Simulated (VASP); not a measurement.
# PbS (zincblende type) (F-43m) in VASP: notebook

PbS (zincblende type) is run at these levels: LDA; tasks: single point, relaxation of cell and atoms.

Program: VASP 6.6.1. These are calculated values, not measurements. Logs are shortened: lines on timing, memory, paths and dates and some standing lists are left out, and cuts for length are marked.

## (1) The cell of the first run

Symmetry: F-43m, No. 216, cubic system. The conventional cell has a = 6.342 Å, b = 6.342 Å, c = 6.342 Å, α = 90.00°, β = 90.00°, γ = 90.00°. Within 3.6 Å of Pb (site symmetry -43m) lie 4 S at 2.75 Å. S (site symmetry -43m) has 4 Pb at 2.75 Å within 3.6 Å.

## (2) Single point, LDA (31.88 Å³/atom)

Input file INCAR:

```
SYSTEM = PbS
ALGO = Normal ; EDIFF = 1E-7
ENCUT = 520 ; GGA = CA
ISIF = 2 ; ISMEAR = -1
LASPH = .TRUE. ; LCHARG = .FALSE.
LREAL = .FALSE. ; LWAVE = .FALSE.
NBANDS = 17 ; NELM = 100
PREC = Accurate ; SIGMA = 0.1
```

Input file KPOINTS:

```
k-points
0
G
  12 12 12
  0 0 0
```

Input file POSCAR:

```
PbS
1.0
    0.0000000000      3.1707569630      3.1707569630
    3.1707569630      0.0000000000      3.1707569630
    3.1707569630      3.1707569630      0.0000000000
Pb S
1 1
Direct
    0.0000000000      0.0000000000      0.0000000000
    0.2500000000      0.2500000000      0.2500000000
```

Potentials or basis: VASP PAW LDA potentials, release 64 (Pb_d, S).

Run with:

```
> cat potpaw_LDA.64/Pb_d/POTCAR potpaw_LDA.64/S/POTCAR > POTCAR
> mpirun -np 1 vasp_std > vasp.out
```

OUTCAR:

```text
SYSTEM = PbS
   EDIFF = 1E-7
   ENCUT = 520
   GGA = CA
   ISIF = 2
   ISMEAR = -1
   LASPH = .TRUE.
   LREAL = .FALSE.
   NELM = 100
   PREC = Accurate

 ion  position               nearest neighbor table
   1  0.000  0.000  0.000-   2 2.75   2 2.75   2 2.75   2 2.75
   2  0.250  0.250  0.250-   1 2.75   1 2.75   1 2.75   1 2.75

  LATTYP: Found a face centered cubic cell.
 ALAT       =     6.3415139260

  Lattice vectors:

 A1 = (   0.0000000000,   3.1707569630,   3.1707569630)
 A2 = (   3.1707569630,   0.0000000000,   3.1707569630)
 A3 = (   3.1707569630,   3.1707569630,   0.0000000000)

Analysis of symmetry for initial positions (statically):
=====================================================================
 Subroutine PRICEL returns:
 Original cell was already a primitive cell.

 Routine SETGRP: Setting up the symmetry group for a
 face centered cubic supercell.

 Subroutine GETGRP returns: Found 24 space group operations
 (whereof 24 operations were pure point group operations)
 out of a pool of 48 trial point group operations.

The static configuration has the point symmetry T_d .

Analysis of symmetry for dynamics (positions and initial velocities):
=====================================================================
 Subroutine PRICEL returns:
 Original cell was already a primitive cell.

 Routine SETGRP: Setting up the symmetry group for a
 face centered cubic supercell.

 Subroutine GETGRP returns: Found 24 space group operations
 (whereof 24 operations were pure point group operations)
 out of a pool of 48 trial point group operations.

The dynamic configuration has the point symmetry T_d .

 Subroutine INISYM returns: Found 24 space group operations
 (whereof 24 operations are pure point group operations),
 and found     1 'primitive' translations

----------------------------------------------------------------------------------------

                                     Primitive cell

  volume of cell :      63.7557

  direct lattice vectors                    reciprocal lattice vectors
     0.000000000  3.170756963  3.170756963    -0.157691052  0.157691052  0.157691052
     3.170756963  0.000000000  3.170756963     0.157691052 -0.157691052  0.157691052
     3.170756963  3.170756963  0.000000000     0.157691052  0.157691052 -0.157691052

  length of vectors
     4.484127500  4.484127500  4.484127500     0.273128913  0.273128913  0.273128913

  position of ions in fractional coordinates (direct lattice)
     0.000000000  0.000000000  0.000000000
     0.250000000  0.250000000  0.250000000

  ion indices of the primitive-cell ions
   primitive index   ion index
                 1           1
                 2           2

----------------------------------------------------------------------------------------

 KPOINTS: k-points

Automatic generation of k-mesh.
 Grid dimensions read from file:
 generate k-points for:   12   12   12

 Generating k-lattice:

  Cartesian coordinates                     Fractional coordinates (reciprocal lattice)
    -0.013140921  0.013140921  0.013140921     0.083333333  0.000000000  0.000000000
     0.013140921 -0.013140921  0.013140921     0.000000000  0.083333333  0.000000000
     0.013140921  0.013140921 -0.013140921     0.000000000  0.000000000  0.083333333

  Length of vectors
     0.022760743  0.022760743  0.022760743

  Shift w.r.t. Gamma in fractional coordinates (k-lattice)
     0.000000000  0.000000000  0.000000000

 Subroutine IBZKPT returns following result:
 ===========================================

 Found     72 irreducible k-points:

 Following reciprocal coordinates:
            Coordinates               Weight
  0.000000  0.000000  0.000000      1.000000
  0.083333  0.000000  0.000000      8.000000
  0.166667  0.000000  0.000000      8.000000
  0.250000  0.000000  0.000000      8.000000
  0.333333  0.000000  0.000000      8.000000
  0.416667  0.000000  0.000000      8.000000
[... 16 lines left out ...]
  0.500000  0.166667  0.000000     24.000000
 -0.416667  0.166667  0.000000     24.000000
 [... further k-points ...]
   k-points           NKPTS =     72   k-points in BZ     NKDIM =     72   number of bands    NBANDS=     17
   number of dos      NEDOS =    301   number of ions     NIONS =      2
   total plane-waves  NPLWV =  46656
   dimension x,y,z NGX =    36 NGY =   36 NGZ =   36
   dimension x,y,z NGXF=    72 NGYF=   72 NGZF=   72
   ions per type =               1   1
   NGX,Y,Z   is equivalent  to a cutoff of  13.35, 13.35, 13.35 a.u.
   NGXF,Y,Z  is equivalent  to a cutoff of  26.69, 26.69, 26.69 a.u.
 SYSTEM =  PbS
   PREC   = accura    normal or accurate (medium, high low for compatibility)
   ISTART =      0    job   : 0-new  1-cont  2-samecut
   ICHARG =      2    charge: 1-file 2-atom 10-const
   ISPIN  =      1    spin polarized calculation?
   LNONCOLLINEAR =      F non collinear calculations
   LSORBIT =      F    spin-orbit coupling
   LASPH  =      T    aspherical Exc in radial PAW
   ENCUT  =  520.0 eV  38.22 Ry    6.18 a.u.   8.34  8.34  8.34*2*pi/ulx,y,z
   NELM   =    100;   NELMIN=  2; NELMDL= -5     # of ELM steps
   EDIFF  = 0.1E-06   stopping-criterion for ELM
   LREAL  =      F    real-space projection
   EDIFFG = 0.1E-05   stopping-criterion for IOM
   NSW    =      0    number of steps for IOM
   IBRION =     -1    ionic relax: 0-MD 1-quasi-New 2-CG
   NFREE  =      0    steps in history (QN), initial steepest desc. (CG)
   ISIF   =      2    stress and relaxation
   ISYM   =      2    0-nonsym 1-usesym 2-fastsym
   POTIM  = 0.5000    time-step for ionic-motion
   TEBEG  =    0.0;   TEEND  =   0.0 temperature during run
   PSTRESS=    0.0 pullay stress
   NELECT =      20.0000    total number of electrons
   NUPDOWN=      -1.0000    fix difference up-down
   EMIN   =  10.00;   EMAX   =-10.00  energy-range for DOS
   EFERMI =   0.00;   METHOD = LEGACY
   ISMEAR =    -1;   SIGMA  =   0.10  broadening in eV -4-tet -1-fermi 0-gaus
   EFERMI_NEDOS =   21; number of points for ismear=-14 and -15
   IALGO  =     38    algorithm
   IMIX   =      4    mixing-type and parameters
     AMIX     =   0.40;   BMIX     =  1.00
     AMIX_MAG =   1.60;   BMIX_MAG =  1.00
  volume/ion in A,a.u.               =      31.88       215.12
  Fermi-wavevector in a.u.,A,eV,Ry     =   1.112360  2.102055 16.835086  1.237344
  Thomas-Fermi vector in A             =   2.248933
   LORBIT       =      0    0 simple, 1 ext, 2 COOP (PROOUT), +10 PAW based schemes
   GGA     = CA    functional components
   LHFCALC =     F    Hartree Fock is set to
   AEXX    =    0.0000 exact exchange contribution
   IVDW    =     0    specifies the selected vdW correction
   LEPSILON=     F    determine dielectric tensor
   LRPA    =     F    only Hartree local field effects (RPA)
 non-spin polarized calculation
  energy-cutoff  :      520.00
  volume of cell :       63.76
 maximum number of plane-waves:      1759
 NGX is ok and might be reduce to    36
   NGX = 17   NGY = 17   NGZ = 17

 number of electron      19.9999998 magnetization

 Free energy of the ion-electron system (eV)
  ---------------------------------------------------
  ext. energy  EPLUGINS =         0.00000000
  ---------------------------------------------------
  free energy    TOTEN  =        -9.35150924 eV

  energy without entropy =       -9.34651333  energy(sigma->0) =       -9.34901128

 E-fermi :   4.0543     XC(G=0):  -8.8746

 val. band max:        3.8782572731   @ k =  -0.2500   0.5000   0.2500
 cond. band min:       4.1321692955   @ k =   0.5000   0.5000   0.0000
 fundamental gap:      0.2539120224
 Fermi energy:         4.0542737925

 k-point     1 :       0.0000    0.0000    0.0000
  band No.  band energies     occupation
      1     -12.9216      2.00000
      2     -12.9216      2.00000
      3     -12.9216      2.00000
      4     -12.8492      2.00000
      5     -12.8492      2.00000
      6      -9.6095      2.00000
[... 9 lines left out ...]
     16      12.3408      0.00000
     17      13.2917      0.00000

 k-point     2 :       0.0833    0.0000    0.0000
  band No.  band energies     occupation
      1     -12.9259      2.00000
      2     -12.9200      2.00000
      3     -12.9200      2.00000
      4     -12.8491      2.00000
      5     -12.8491      2.00000
      6      -9.5577      2.00000
[... 9 lines left out ...]
     16      11.9447      0.00000
     17      12.9660      0.00000

 k-point     3 :       0.1667    0.0000    0.0000
  band No.  band energies     occupation
      1     -12.9376      2.00000
      2     -12.9158      2.00000
      3     -12.9158      2.00000
      4     -12.8487      2.00000
      5     -12.8487      2.00000
      6      -9.4090      2.00000
[... 9 lines left out ...]
     16      11.5268      0.00000
     17      12.6346      0.00000

 k-point     4 :       0.2500    0.0000    0.0000
  band No.  band energies     occupation
      1     -12.9533      2.00000
      2     -12.9108      2.00000
      3     -12.9108      2.00000
      4     -12.8476      2.00000
      5     -12.8476      2.00000
      6      -9.1844      2.00000
[... 9 lines left out ...]
     16      11.4128      0.00000
     17      13.0530      0.00000
[... 343 lines left out ...]
      1     -12.9845      2.00000
      2     -12.9000      2.00000
      3     -12.8962      2.00000
      4     -12.8527      2.00000
      5     -12.8405      2.00000
      6      -8.7031      2.00000
[... 9 lines left out ...]
     16      12.8282      0.00000
     17      13.5008      0.00000

 k-point    23 :       0.5000    0.1667    0.0000
  band No.  band energies     occupation
      1     -12.9896      2.00000
      2     -12.8997      2.00000
      3     -12.8951      2.00000
      4     -12.8497      2.00000
      5     -12.8411      2.00000
      6      -8.5310      2.00000
[... 9 lines left out ...]
     16      12.7718      0.00000
     17      13.0501      0.00000

 k-point    24 :      -0.4167    0.1667    0.0000
  band No.  band energies     occupation
      1     -12.9890      2.00000
      2     -12.9001      2.00000
      3     -12.8960      2.00000
      4     -12.8467      2.00000
      5     -12.8437      2.00000
      6      -8.5059      2.00000
[... 9 lines left out ...]
     16      12.1245      0.00000
     17      13.3179      0.00000

 [... further k-points ...]
[... 5 lines left out ...]
  --------------------------------------------------------------------------------------
  -------------------------------------------------------------------------------------
  Total        1.1902817      1.1902817      1.1902817      0.0000000     -0.0000000      0.0000000
  in kB       29.9117255     29.9117255     29.9117255      0.0000000     -0.0000000      0.0000000
  external PRESSURE =      29.9117255 kB  Pullay stress =       0.0000000 kB

 VOLUME and BASIS-vectors are now :
 -----------------------------------------------------------------------------
  energy-cutoff  :      520.00
  volume of cell :       63.76
      direct lattice vectors                 reciprocal lattice vectors
     0.000000000  3.170756963  3.170756963    -0.157691052  0.157691052  0.157691052
     3.170756963  0.000000000  3.170756963     0.157691052 -0.157691052  0.157691052
     3.170756963  3.170756963  0.000000000     0.157691052  0.157691052 -0.157691052

 POSITION                                       TOTAL-FORCE (eV/Angst)
 -----------------------------------------------------------------------------------
      0.00000      0.00000      0.00000        -0.000000     -0.000000     -0.000000
      1.58538      1.58538      1.58538         0.000000      0.000000      0.000000
 -----------------------------------------------------------------------------------
    total drift:                                0.000000      0.000000      0.000000

  FREE ENERGIE OF THE ION-ELECTRON SYSTEM (eV)
  ---------------------------------------------------
  free  energy   TOTEN  =        -9.3515092380 eV

  energy  without entropy=       -9.3465133301  energy(sigma->0) =       -9.34901128
```

It took 2 min on 1 thread of Intel Xeon 8259CL, shared host; peak memory 0.22 GiB.

Results:

```yaml
Free_energy: -9.3515 eV
Pressure: 3.0 GPa
Band_gap_on_the_k_mesh: 0.25 eV (least direct gap 0.90 eV)
```

Caveat: spin-orbit coupling is left out, which moves the levels of the heavy elements.

## (3) Single point, LDA

This run uses another cell than the first one, of 33.91 Å³/atom.

Input file INCAR:

```
SYSTEM = PbS
PREC     = Accurate       ! precision mode
ENCUT    = 520            ! plane-wave cutoff, eV
EDIFF    = 1E-6           ! SCF threshold, eV
ISMEAR   = -1             ! smearing method
SIGMA    = 0.1            ! smearing width, eV
LREAL    = .False.        ! projectors in reciprocal space
LASPH    = .True.         ! aspherical terms in the spheres
NELM     = 100            ! most SCF steps
ALGO     = Normal         ! electronic algorithm
ISIF     = 2              ! what is computed and relaxed
LWAVE    = .False.        ! write WAVECAR
LCHARG   = .False.        ! write CHGCAR
NBANDS   = 17             ! bands
```

Input file KPOINTS:

```
Automatic mesh
0
Gamma
  12 12 12
  0 0 0
```

Input file POSCAR:

```
PbS
1.0
    0.0000000000      3.2368333267      3.2368333267
    3.2368333267      0.0000000000      3.2368333267
    3.2368333267      3.2368333267      0.0000000000
Pb S
1 1
Direct
    0.0000000000      0.0000000000      0.0000000000
    0.2500000000      0.2500000000      0.2500000000
```

Potentials or basis: VASP PAW LDA potentials, release 64 (Pb_d, S).

Run with:

```
> cat potpaw_LDA.64/Pb_d/POTCAR potpaw_LDA.64/S/POTCAR > POTCAR
> mpirun -np 1 vasp_std > vasp.out
```

It took 1.9 min on 1 thread of Intel Xeon 8259CL, shared host; peak memory 0.22 GiB.

The run converged. Its results:

```yaml
Free_energy: -9.3896 eV
Pressure: 0.0 GPa
Band_gap_on_the_k_mesh: 0.44 eV (least direct gap 1.01 eV)
```

Levels at points of the mesh, in eV from the valence-band top:
| k point | band 6 | band 7 | band 8 | band 9 | band 10 | band 11 | band 12 | band 13 | band 14 | band 15 |
| --- | --- | --- | --- | --- | --- | --- | --- | --- | --- | --- |
| (0.00, 0.00, 0.00) | -13.01 | -5.88 | -1.94 | -1.94 | -1.94 | 2.31 | 2.31 | 2.31 | 5.02 | 8.50 |
| (0.50, 0.00, 0.00) | -12.15 | -7.97 | -2.50 | -2.50 | -2.14 | 3.05 | 3.05 | 3.54 | 6.74 | 8.53 |
| (0.50, 0.50, 0.00) | -11.80 | -8.41 | -3.28 | -3.28 | -0.57 | 0.44 | 5.18 | 5.18 | 5.72 | 8.72 |

Caveat: spin-orbit coupling is left out, which moves the levels of the heavy elements. A k mesh can miss the band edges.

## (4) Single point, LDA

This run uses another cell than the first one, of 33.91 Å³/atom.

Input file INCAR:

```
SYSTEM = PbS
  PREC = Accurate
  ENCUT = 520
  EDIFF = 1E-6
  ISMEAR = -1
  SIGMA = 0.1
  LREAL = .False.
  LASPH = .True.
  NELM = 100
  ALGO = Normal
  ISIF = 2
  LWAVE = .False.
  LCHARG = .True.
  LELF = .True.
  LVHAR = .True.
  NBANDS = 17
```

Input file KPOINTS:

```
regular mesh
0
Gamma
  12 12 12
  0 0 0
```

Input file POSCAR:

```
PbS
1.0
    0.0000000000      3.2368333266      3.2368333266
    3.2368333266      0.0000000000      3.2368333266
    3.2368333266      3.2368333266      0.0000000000
Pb S
1 1
Direct
    0.0000000000      0.0000000000      0.0000000000
    0.2500000000      0.2500000000      0.2500000000
```

Run with:

```
> cat potpaw_LDA.64/Pb_d/POTCAR potpaw_LDA.64/S/POTCAR > POTCAR
> mpirun -np 1 vasp_std > vasp.out
```

Wall time 2.1 min (1 thread of Intel Xeon 8259CL, shared host); peak memory 0.22 GiB.

It converged, with:

```yaml
Free_energy: -9.3896 eV
Pressure: 0.0 GPa
Band_gap_on_the_k_mesh: 0.44 eV (least direct gap 1.01 eV)
```

Levels at points of the mesh, in eV from the valence-band top:
```csv
k point,band 7,band 8,band 9,band 10,band 11,band 12,band 13,band 14
"(0.00, 0.00, 0.00)",-5.88,-1.94,-1.94,-1.94,2.31,2.31,2.31,5.02
"(0.50, 0.00, 0.00)",-7.97,-2.50,-2.50,-2.14,3.05,3.05,3.54,6.74
"(0.50, 0.50, 0.00)",-8.41,-3.28,-3.28,-0.57,0.44,5.18,5.18,5.72
```

Caveat: spin-orbit coupling is left out, which moves the levels of the heavy elements. A k mesh can miss the band edges.

## (5) Relaxation of cell and atoms, LDA

This run uses another cell than the first one, of 30.00 Å³/atom.

Input file INCAR:

```
SYSTEM = PbS
PREC = Accurate
ENCUT = 600
EDIFF = 1E-6
ISMEAR = -1
SIGMA = 0.1
LREAL = .FALSE.
LASPH = .TRUE.
NELM = 100
ALGO = Normal
ISIF = 3
LWAVE = .FALSE.
LCHARG = .FALSE.
IBRION = 2
NSW = 60
EDIFFG = -0.005
```

Input file KPOINTS:

```
regular mesh
0
G
  12 12 12
  0 0 0
```

Input file POSCAR:

```
PbS
1.0
    0.0000000000      3.1072325060      3.1072325060
    3.1072325060      0.0000000000      3.1072325060
    3.1072325060      3.1072325060      0.0000000000
Pb S
1 1
Direct
    0.0000000000      0.0000000000      0.0000000000
    0.2500000000      0.2500000000      0.2500000000
```

Run with:

```
> cat potpaw_LDA.64/Pb_d/POTCAR potpaw_LDA.64/S/POTCAR > POTCAR
> mpirun -np 1 vasp_std > vasp.out
```

Wall time 4.1 min (1 thread of Intel Xeon 8259CL, shared host); peak memory 0.24 GiB.

It converged, with:

* Free energy: -9.3885 eV
* Relaxed volume: 33.96 Å³/atom
* Relaxed cell: a = 4.580 Å, b = 4.580 Å, c = 4.580 Å, α = 60.00°, β = 60.00°, γ = 60.00°
* Space group after relaxing (to 0.1 Å): F-43m (No. 216)
* Energy gained by relaxing: 74.4 meV/atom
* Ionic steps: 5
* Pressure after relaxing: 0.0 GPa
* Band gap on the k mesh: 0.45 eV (least direct gap 1.01 eV)

The path:
```
step  energy change (eV)  largest force (eV/Å)  pressure (GPa)  volume (Å³)
   1              0.0000                0.0000            6.65        60.00
   2             -0.1263                0.0000           -1.93        71.48
   3             -0.1488                0.0000            0.03        67.90
   4             -0.1488                0.0000           -0.07        68.06
   5             -0.1488                0.0000           -0.02        67.93
```

Final structure:
```xyz
2
Lattice="0.0000 3.2385 3.2385 3.2385 0.0000 3.2385 3.2385 3.2385 0.0000" Properties=species:S:1:pos:R:3 pbc="T T T"
Pb    0.0000    0.0000    0.0000
S     1.6192    1.6192    1.6192
```

Levels at points of the mesh, in eV from the valence-band top:
| k point | band 7 | band 8 | band 9 | band 10 | band 11 | band 12 | band 13 | band 14 |
| --- | --- | --- | --- | --- | --- | --- | --- | --- |
| (0.00, 0.00, 0.00) | -5.88 | -1.93 | -1.93 | -1.93 | 2.31 | 2.31 | 2.31 | 5.02 |
| (0.50, 0.00, 0.00) | -7.97 | -2.50 | -2.50 | -2.14 | 3.06 | 3.06 | 3.54 | 6.74 |
| (0.50, 0.50, 0.00) | -8.40 | -3.27 | -3.27 | -0.56 | 0.45 | 5.17 | 5.17 | 5.72 |

Caveat: spin-orbit coupling is left out, which moves the levels of the heavy elements.

## (6) Overview

| task | cell | cutoff (eV) | gap on the mesh (eV) | pressure (GPa) |
| --- | --- | --- | --- | --- |
| single point | a = 4.484 Å, angles 60.0°, 2 atoms | 520 | 0.25 | 3.0 |
| single point | a = 4.578 Å, angles 60.0°, 2 atoms | 520 | 0.44 | 0.0 |
| relaxation of cell and atoms | relaxed from a = 4.394 Å, angles 60.0°, 2 atoms | 600 | 0.45 | 0.0 |

Alike in all rows: level LDA; potentials or basis VASP PAW LDA potentials, release 64 (Pb_d, S); no spin polarisation; k mesh 12 × 12 × 12; smearing fermi-dirac 0.1 eV.

Caveats: spin-orbit coupling is left out, which moves the levels of the heavy elements.

Absolute energies hang on the potentials; compare differences alone.
